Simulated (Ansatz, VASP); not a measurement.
## TiAl: VASP beside Ansatz

File INCAR:

```
SYSTEM = TiAl
PREC = Accurate
ENCUT = 520
EDIFF = 1E-6
ISMEAR = 0
SIGMA = 0.15
LREAL = .FALSE.
LASPH = .TRUE.
NELM = 100
ALGO = Fast
ISIF = 2
LWAVE = .FALSE.
LCHARG = .FALSE.
GGA = PS
NBANDS = 14
```

KPOINTS

```
Automatic mesh
0
G
  18 18 10
  0 0 0
```

POSCAR

```
TiAl
1.0
    2.8672622327      0.0000000000      0.0000000000
   -1.4336311163      2.5203687618      0.0000000000
    0.0000000000      0.0000000000      4.6780830000
Ti Al
1 1
Direct
    0.0000000000      0.0000000000      0.0000000000
    0.3333333333      0.6666666667      0.5000000000
```

Input for Ansatz:

```yaml
crystal:
  lattice:
    - [2.8672622327, 0.0, 0.0]
    - [-1.4336311163, 2.5203687618, 0.0]
    - [0.0, 0.0, 4.678083]
  atoms:
    - { symbol: Ti, position: [0.0, 0.0, 0.0] }
    - { symbol: Al, position: [0.3333333333, 0.6666666667, 0.5] }
basis:
  ecutwfc: 420
kpoints:
  mp_grid: { grid: [18, 18, 10] }
hamiltonian:
  xc: pbesol
scf:
  occupations: { method: gaussian, width: 0.15 }
output:
  forces: true
  stress: true
  eigenvalues: true
```

Change from the starting cell: strain +0.0150 x Voigt [0, 1, 0, 0, 0, 0], atoms carried along.

Alike in both runs: task single point; functional PBEsol; k mesh 18 × 18 × 10; occupations gaussian, width 0.15 eV; no spin polarisation.

|  | VASP | Ansatz |
| --- | --- | --- |
| version | VASP 6.6.1 | Ansatz 0.2.0 |
| potentials or method | VASP PAW PBE potentials, release 64 (Ti_sv, Al), cutoff 520 eV | scalar-relativistic, plane waves, PAW |
| valence electrons in the cell | 15 | 15 |

Ansatz gave:

```
gap on the k mesh at the Fermi level (eV)                     : none
pressure (GPa)                                                : -4.2
traceless stress, the component that is largest in VASP (GPa) : 0.83
rms of the force components (eV/Å)                            : 0.024
```

Q: Estimate VASP's values.

A: gap on the k mesh at the Fermi level (eV): none; pressure (GPa): -4.3; traceless stress, the component that is largest in VASP (GPa): 0.80; rms of the force components (eV/Å): 0.024.

VASP's potentials were made for PBE, not for PBEsol. Atom by atom the forces differ by 0.000 eV/Å (rms over components). A gap of «none» marks a metal or a gap that the smearing closes. The functional is the same, so the differences come from potentials, cutoffs and numerics.
